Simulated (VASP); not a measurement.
# MgO (Cm) in VASP: a series of runs

The runs below take MgO through single point, with LDA.

Everything below comes from runs of VASP 6.6.1. Logs are shortened: lines on timing, memory, paths and dates and some standing lists are left out, and cuts for length are marked.

### Step 1. The cell of the first run

It takes space group Cm (No. 8, monoclinic). Conventional cell: a = 5.884 Å, b = 5.884 Å, c = 4.161 Å, α = 90.00°, β = 90.00°, γ = 90.00°. Mg (site symmetry m) has 3 O at 1.69 to 1.92 Å within 2.3 Å. Mg (site symmetry m) has 6 O at 2.08 Å and 1 Mg at 2.66 Å within 2.8 Å. Within 2.8 Å of Mg (site symmetry 1) lie 6 O at 2.08 Å and 1 Mg at 2.51 Å. O (site symmetry 1) has 6 Mg at 1.92 to 2.35 Å within 2.5 Å. O (site symmetry m) has 5 Mg at 1.69 to 2.08 Å within 2.3 Å. Within 2.8 Å of O (site symmetry m) lie 6 Mg at 2.08 Å.

### Step 2. Single point, LDA (atom 1 (Mg) moved by -0.312 Å along [1 1 0] and -0.416 Å along [0 0 1])

INCAR

```
SYSTEM = MgO
PREC = Accurate ; ENCUT = 520
EDIFF = 1E-6 ; ISMEAR = 0
SIGMA = 0.05 ; LREAL = .False.
LASPH = .True. ; NELM = 60
ALGO = Normal ; ISIF = 2
LWAVE = .False. ; LCHARG = .True.
LELF = .True. ; LVHAR = .True.
NBANDS = 26
```

KPOINTS

```
regular mesh
0
Gamma
  6 6 6
  0 0 0
```

POSCAR

```
MgO
1.0
    4.1607146133      0.0000000000      0.0000000000
    0.0000000000     -4.1607146133      0.0000000000
    0.0000000000      0.0000000000     -4.1607146133
Mg O
4 4
Direct
   -0.0530239000      1.0530239000      1.0999828247
    0.5000000000      0.5000000000      1.0000000000
    0.5000000000      1.0000000000      0.5000000000
    0.0000000000      0.5000000000      0.5000000000
    0.5000000000      0.0000000000      0.0000000000
    0.0000000000      0.5000000000      0.0000000000
    0.0000000000      0.0000000000      0.5000000000
    0.5000000000      0.5000000000      0.5000000000
```

Potentials or basis: VASP PAW LDA potentials, release 64 (Mg, O).

Command:

```console
cat potpaw_LDA.64/Mg/POTCAR potpaw_LDA.64/O/POTCAR > POTCAR
mpirun -np 1 vasp_std > vasp.out
```

OUTCAR:

```text
SYSTEM = MgO
   PREC = Accurate
   ENCUT = 520
   EDIFF = 1E-6
   ISMEAR = 0
   LREAL = .False.
   LASPH = .True.
   NELM = 60
   ISIF = 2

 ion  position               nearest neighbor table
   1  0.947  0.053  0.100-   7 1.69   6 1.92   5 1.92   5 2.35   6 2.35   3 2.51   4 2.51   7 2.52
                             2 2.66   4 2.85   3 2.85   2 2.99   2 2.99   3 3.12   4 3.12   2 3.28
   2  0.500  0.500  0.000-   5 2.08   6 2.08   8 2.08   8 2.08   5 2.08   6 2.08   1 2.66   4 2.94
                             4 2.94   3 2.94   3 2.94   3 2.94   4 2.94   3 2.94   4 2.94   1 2.99
   3  0.500  0.000  0.500-   5 2.08   7 2.08   8 2.08   5 2.08   8 2.08   7 2.08   1 2.51   1 2.85
                             2 2.94   4 2.94   2 2.94   2 2.94   2 2.94   4 2.94   4 2.94   4 2.94
   4  0.000  0.500  0.500-   6 2.08   7 2.08   8 2.08   6 2.08   7 2.08   8 2.08   1 2.51   1 2.85
                             3 2.94   3 2.94   2 2.94   2 2.94   3 2.94   2 2.94   2 2.94   3 2.94
   5  0.500  0.000  0.000-   1 1.92   2 2.08   3 2.08   3 2.08   2 2.08   1 2.35
   6  0.000  0.500  0.000-   1 1.92   2 2.08   4 2.08   4 2.08   2 2.08   1 2.35
   7  0.000  0.000  0.500-   1 1.69   3 2.08   4 2.08   4 2.08   3 2.08   1 2.52
   8  0.500  0.500  0.500-   2 2.08   3 2.08   4 2.08   2 2.08   3 2.08   4 2.08

  LATTYP: Found a simple cubic cell.
 ALAT       =     4.1607146133

  Lattice vectors:

 A1 = (   4.1607146133,   0.0000000000,   0.0000000000)
 A2 = (   0.0000000000,  -4.1607146133,   0.0000000000)
 A3 = (   0.0000000000,   0.0000000000,  -4.1607146133)

Analysis of symmetry for initial positions (statically):
=====================================================================
 Subroutine PRICEL returns:
 Original cell was already a primitive cell.

 Routine SETGRP: Setting up the symmetry group for a
 simple cubic supercell.

 Subroutine GETGRP returns: Found  2 space group operations
 (whereof  2 operations were pure point group operations)
 out of a pool of 48 trial point group operations.

The static configuration has the point symmetry C_1h.

Analysis of symmetry for dynamics (positions and initial velocities):
=====================================================================
 Subroutine PRICEL returns:
 Original cell was already a primitive cell.

 Routine SETGRP: Setting up the symmetry group for a
 simple cubic supercell.

 Subroutine GETGRP returns: Found  2 space group operations
 (whereof  2 operations were pure point group operations)
 out of a pool of 48 trial point group operations.

The dynamic configuration has the point symmetry C_1h.

 Subroutine INISYM returns: Found  2 space group operations
 (whereof  2 operations are pure point group operations),
 and found     1 'primitive' translations

----------------------------------------------------------------------------------------

                                     Primitive cell

  volume of cell :      72.0284

  direct lattice vectors                    reciprocal lattice vectors
     4.160714613  0.000000000  0.000000000     0.240343329  0.000000000  0.000000000
     0.000000000 -4.160714613  0.000000000     0.000000000 -0.240343329  0.000000000
     0.000000000  0.000000000 -4.160714613     0.000000000  0.000000000 -0.240343329

  length of vectors
     4.160714613  4.160714613  4.160714613     0.240343329  0.240343329  0.240343329

  position of ions in fractional coordinates (direct lattice)
     0.946976100  0.053023900  0.099982825
     0.500000000  0.500000000  0.000000000
     0.500000000  0.000000000  0.500000000
     0.000000000  0.500000000  0.500000000
     0.500000000  0.000000000  0.000000000
     0.000000000  0.500000000  0.000000000
     0.000000000  0.000000000  0.500000000
     0.500000000  0.500000000  0.500000000

  ion indices of the primitive-cell ions
   primitive index   ion index
                 1           1
                 2           2
                 3           3
                 4           4
                 5           5
                 6           6
                 7           7
                 8           8

----------------------------------------------------------------------------------------

 KPOINTS: regular mesh

Automatic generation of k-mesh.
 Grid dimensions read from file:
 generate k-points for:    6    6    6

 Generating k-lattice:

  Cartesian coordinates                     Fractional coordinates (reciprocal lattice)
     0.040057221  0.000000000  0.000000000     0.166666667  0.000000000  0.000000000
     0.000000000 -0.040057221  0.000000000     0.000000000  0.166666667  0.000000000
     0.000000000  0.000000000 -0.040057221     0.000000000  0.000000000  0.166666667

  Length of vectors
     0.040057221  0.040057221  0.040057221

  Shift w.r.t. Gamma in fractional coordinates (k-lattice)
     0.000000000  0.000000000  0.000000000

 Subroutine IBZKPT returns following result:
 ===========================================

 Found     68 irreducible k-points:

 Following reciprocal coordinates:
            Coordinates               Weight
  0.000000  0.000000  0.000000      1.000000
  0.166667  0.000000  0.000000      4.000000
  0.000000  0.000000  0.166667      2.000000
  0.333333  0.000000  0.000000      4.000000
  0.000000  0.000000  0.333333      2.000000
  0.500000  0.000000  0.000000      2.000000
[... 16 lines left out ...]
  0.333333  0.000000  0.333333      4.000000
 -0.333333  0.333333  0.000000      2.000000
 [... further k-points ...]
   k-points           NKPTS =     68   k-points in BZ     NKDIM =     68   number of bands    NBANDS=     26
   number of dos      NEDOS =    301   number of ions     NIONS =      8
   total plane-waves  NPLWV =  32768
   dimension x,y,z NGX =    32 NGY =   32 NGZ =   32
   dimension x,y,z NGXF=    64 NGYF=   64 NGZF=   64
   ions per type =               4   4
   NGX,Y,Z   is equivalent  to a cutoff of  12.79, 12.79, 12.79 a.u.
   NGXF,Y,Z  is equivalent  to a cutoff of  25.57, 25.57, 25.57 a.u.
 SYSTEM =  MgO
   PREC   = accura    normal or accurate (medium, high low for compatibility)
   ISTART =      0    job   : 0-new  1-cont  2-samecut
   ICHARG =      2    charge: 1-file 2-atom 10-const
   ISPIN  =      1    spin polarized calculation?
   LNONCOLLINEAR =      F non collinear calculations
   LSORBIT =      F    spin-orbit coupling
   LASPH  =      T    aspherical Exc in radial PAW
   ENCUT  =  520.0 eV  38.22 Ry    6.18 a.u.   7.74  7.74  7.74*2*pi/ulx,y,z
   NELM   =     60;   NELMIN=  2; NELMDL= -5     # of ELM steps
   EDIFF  = 0.1E-05   stopping-criterion for ELM
   LREAL  =      F    real-space projection
   EDIFFG = 0.1E-04   stopping-criterion for IOM
   NSW    =      0    number of steps for IOM
   IBRION =     -1    ionic relax: 0-MD 1-quasi-New 2-CG
   NFREE  =      0    steps in history (QN), initial steepest desc. (CG)
   ISIF   =      2    stress and relaxation
   ISYM   =      2    0-nonsym 1-usesym 2-fastsym
   POTIM  = 0.5000    time-step for ionic-motion
   TEBEG  =    0.0;   TEEND  =   0.0 temperature during run
   PSTRESS=    0.0 pullay stress
   NELECT =      32.0000    total number of electrons
   NUPDOWN=      -1.0000    fix difference up-down
   EMIN   =  10.00;   EMAX   =-10.00  energy-range for DOS
   EFERMI =   0.00;   METHOD = LEGACY
   ISMEAR =     0;   SIGMA  =   0.05  broadening in eV -4-tet -1-fermi 0-gaus
   EFERMI_NEDOS =   21; number of points for ismear=-14 and -15
   IALGO  =     38    algorithm
   IMIX   =      4    mixing-type and parameters
     AMIX     =   0.40;   BMIX     =  1.00
     AMIX_MAG =   1.60;   BMIX_MAG =  1.00
  volume/ion in A,a.u.               =       9.00        60.76
  Fermi-wavevector in a.u.,A,eV,Ry     =   1.249176  2.360600 21.231078  1.560440
  Thomas-Fermi vector in A             =   2.383228
   LORBIT       =      0    0 simple, 1 ext, 2 COOP (PROOUT), +10 PAW based schemes
   GGA     = CA    functional components
   LHFCALC =     F    Hartree Fock is set to
   AEXX    =    0.0000 exact exchange contribution
   IVDW    =     0    specifies the selected vdW correction
   LEPSILON=     F    determine dielectric tensor
   LRPA    =     F    only Hartree local field effects (RPA)
 non-spin polarized calculation
 Gauss-broadening in eV      SIGMA  =   0.05
  energy-cutoff  :      520.00
  volume of cell :       72.03
 maximum number of plane-waves:      1956
   NGX = 15   NGY = 15   NGZ = 15

 number of electron      32.0000014 magnetization

 Free energy of the ion-electron system (eV)
  ---------------------------------------------------
  ext. energy  EPLUGINS =         0.00000000
  ---------------------------------------------------
  free energy    TOTEN  =       -52.11813208 eV

  energy without entropy =      -52.11813208  energy(sigma->0) =      -52.11813208

 E-fermi :   3.4333     XC(G=0): -11.7397

 val. band max:        3.1529501329   @ k =   0.0000   0.0000   0.0000
 cond. band min:       8.0772222036   @ k =   0.0000   0.0000   0.0000
 fundamental gap:      4.9242720707
 Fermi energy:         3.4332678028

 k-point     1 :       0.0000    0.0000    0.0000
  band No.  band energies     occupation
      1     -14.0995      2.00000
      2     -12.5119      2.00000
      3     -12.3504      2.00000
      4     -12.2434      2.00000
      5      -1.2171      2.00000
      6      -1.1532      2.00000
[... 18 lines left out ...]
     25      16.4538      0.00000
     26      16.4843      0.00000

 k-point     2 :       0.1667    0.0000    0.0000
  band No.  band energies     occupation
      1     -13.9924      2.00000
      2     -12.5769      2.00000
      3     -12.3431      2.00000
      4     -12.2790      2.00000
      5      -1.0754      2.00000
      6      -0.9964      2.00000
[... 18 lines left out ...]
     25      16.3033      0.00000
[... 608 lines left out ...]
     25      15.6608      0.00000
     26      16.3124      0.00000

 k-point    24 :      -0.3333    0.3333    0.0000
  band No.  band energies     occupation
      1     -13.3586      2.00000
      2     -12.7827      2.00000
      3     -12.5324      2.00000
      4     -12.3848      2.00000
      5      -0.7400      2.00000
      6      -0.4993      2.00000
[... 18 lines left out ...]
     25      15.7817      0.00000
     26      16.5784      0.00000

 [... further k-points ...]

------------------------ aborting loop because EDIFF is reached ----------------------------------------

  FORCE on cell =-STRESS in cart. coord.  units (eV):
  Direction    XX          YY          ZZ          XY          YZ          ZX
  --------------------------------------------------------------------------------------
  -------------------------------------------------------------------------------------
  Total        1.2868554      1.2868554      7.4943340     -0.1168812     -0.7268427     -0.7268427
  in kB       28.6244101     28.6244101    166.7016294     -2.5998694    -16.1676627    -16.1676630
  external PRESSURE =      74.6501499 kB  Pullay stress =       0.0000000 kB

 VOLUME and BASIS-vectors are now :
 -----------------------------------------------------------------------------
  energy-cutoff  :      520.00
  volume of cell :       72.03
      direct lattice vectors                 reciprocal lattice vectors
     4.160714613  0.000000000  0.000000000     0.240343329  0.000000000  0.000000000
     0.000000000 -4.160714613  0.000000000     0.000000000 -0.240343329  0.000000000
     0.000000000  0.000000000 -4.160714613     0.000000000  0.000000000 -0.240343329

 POSITION                                       TOTAL-FORCE (eV/Angst)
 -----------------------------------------------------------------------------------
      3.94010     -0.22062     -0.41600         1.739597      1.739597      7.153404
      2.08036     -2.08036      0.00000        -0.618011     -0.618011      0.377375
      2.08036      0.00000     -2.08036        -0.855735      0.262414     -1.263523
      0.00000     -2.08036     -2.08036         0.262414     -0.855735     -1.263523
      2.08036      0.00000      0.00000        -0.566661     -0.263022     -0.540682
      0.00000     -2.08036      0.00000        -0.263022     -0.566661     -0.540682
      0.00000      0.00000     -2.08036         0.199954      0.199954     -4.064440
      2.08036     -2.08036     -2.08036         0.101463      0.101463      0.142070
 -----------------------------------------------------------------------------------
    total drift:                                0.000189      0.000189      0.000314

  FREE ENERGIE OF THE ION-ELECTRON SYSTEM (eV)
  ---------------------------------------------------
  free  energy   TOTEN  =       -52.1181320835 eV

  energy  without entropy=      -52.1181320835  energy(sigma->0) =      -52.11813208
```

Wall time 3.2 min (1 thread of AMD EPYC, shared host); peak memory 0.19 GiB.

Results:

* Free energy: -52.1181 eV
* Pressure: 7.5 GPa
* Largest force: 7.565 eV/Å
* Band gap on the k mesh: 4.92 eV, direct

Forces in eV/Å, atoms in the order of the input:
```
Mg   1.740  1.740  7.153
Mg  -0.618 -0.618  0.377
Mg  -0.856  0.262 -1.264
Mg   0.262 -0.856 -1.264
O   -0.567 -0.263 -0.541
O   -0.263 -0.567 -0.541
O    0.200  0.200 -4.064
O    0.101  0.101  0.142
```

Stress tensor (GPa, compression positive):
```
 2.86 -0.26 -1.62
-0.26  2.86 -1.62
-1.62 -1.62 16.67
```

Levels at points of the mesh, in eV from the valence-band top:
| k point | band 13 | band 14 | band 15 | band 16 | band 17 | band 18 | band 19 | band 20 |
| --- | --- | --- | --- | --- | --- | --- | --- | --- |
| (0.00, 0.00, 0.00) | -1.35 | -0.10 | -0.09 | 0.00 | 4.92 | 8.59 | 9.03 | 9.05 |
| (0.50, 0.00, 0.00) | -0.89 | -0.83 | -0.81 | -0.73 | 8.10 | 8.35 | 10.35 | 10.94 |
| (0.00, 0.00, 0.50) | -1.00 | -0.98 | -0.70 | -0.62 | 7.88 | 8.40 | 10.24 | 11.20 |
| (0.50, 0.50, 0.00) | -0.92 | -0.90 | -0.69 | -0.41 | 9.23 | 9.53 | 9.66 | 9.84 |
| (0.00, 0.50, 0.50) | -0.89 | -0.78 | -0.73 | -0.49 | 9.11 | 9.48 | 9.73 | 9.95 |
| (0.50, 0.50, 0.50) | -0.76 | -0.67 | -0.52 | -0.39 | 7.65 | 7.90 | 8.01 | 8.09 |

Caveat: the cell differs from its parent crystal (atom 1 (Mg) moved by -0.312 Å along [1 1 0] and -0.416 Å along [0 0 1]); forces of over 1 eV/Å act on the atoms, so gaps and moduli don't describe the material at rest.

### Step 3. Single point, LDA (atom 1 (Mg) moved by -0.208 Å along [1 1 0] and -0.416 Å along [0 0 1])

INCAR

```
SYSTEM = MgO
PREC = Accurate
ENCUT = 520
EDIFF = 1E-6
ISMEAR = 0
SIGMA = 0.05
LREAL = .FALSE.
LASPH = .TRUE.
NELM = 100
ALGO = Normal
ISIF = 2
LWAVE = .FALSE.
LCHARG = .FALSE.
NBANDS = 26
```

KPOINTS

```
Automatic mesh
0
G
  6 6 6
  0 0 0
```

Edit POSCAR of step 2 so:

```diff
@@ -8,3 +8,3 @@
 Direct
-   -0.0530239000      1.0530239000      1.0999828247
+   -0.0353492667      1.0353492667      1.0999828247
     0.5000000000      0.5000000000      1.0000000000
```

Potentials or basis: VASP PAW LDA potentials, release 64 (Mg, O).

Command:

```console
cat potpaw_LDA.64/Mg/POTCAR potpaw_LDA.64/O/POTCAR > POTCAR
mpirun -np 1 vasp_std > vasp.out
```

It took 2.9 min on 1 thread of AMD EPYC, shared host; peak memory 0.19 GiB.

It converged, with:

| Quantity | Value |
| --- | --- |
| Free energy | -52.3213 eV |
| Pressure | 6.4 GPa |
| Largest force | 7.957 eV/Å |
| Band gap on the k mesh | 4.95 eV, direct |

Forces in eV/Å, atoms in the order of the input:
```
Mg   1.050  1.050  7.817
Mg  -0.386 -0.386  0.343
Mg  -0.577  0.168 -1.202
Mg   0.168 -0.577 -1.202
O   -0.288 -0.204 -0.631
O   -0.204 -0.288 -0.631
O    0.176  0.176 -4.618
O    0.063  0.063  0.124
```

Stress tensor (GPa, compression positive):
```
 0.58 -0.05 -1.11
-0.05  0.58 -1.11
-1.11 -1.11 17.91
```

Levels at points of the mesh, in eV from the valence-band top:
```
           k point  band 12  band 13  band 14  band 15  band 16  band 17  band 18  band 19  band 20  band 21
(0.00, 0.00, 0.00)    -1.36    -1.35    -0.07    -0.04     0.00     4.95     8.73     9.02     9.03     9.78
(0.50, 0.00, 0.00)    -1.77    -0.88    -0.79    -0.77    -0.74     8.19     8.35    10.53    10.95    11.37
(0.00, 0.00, 0.50)    -1.80    -0.99    -0.98    -0.65    -0.61     7.89     8.42    10.34    11.27    11.29
(0.50, 0.50, 0.00)    -1.92    -0.91    -0.90    -0.63    -0.42     9.38     9.55     9.67     9.78    11.23
(0.00, 0.50, 0.50)    -1.86    -0.86    -0.74    -0.69    -0.54     9.21     9.46     9.76     9.94    11.13
(0.50, 0.50, 0.50)    -0.73    -0.71    -0.62    -0.58    -0.42     7.74     7.87     8.03     8.07    12.28
```

Caveat: the cell differs from its parent crystal (atom 1 (Mg) moved by -0.208 Å along [1 1 0] and -0.416 Å along [0 0 1]); forces of over 1 eV/Å act on the atoms, so gaps and moduli don't describe the material at rest.
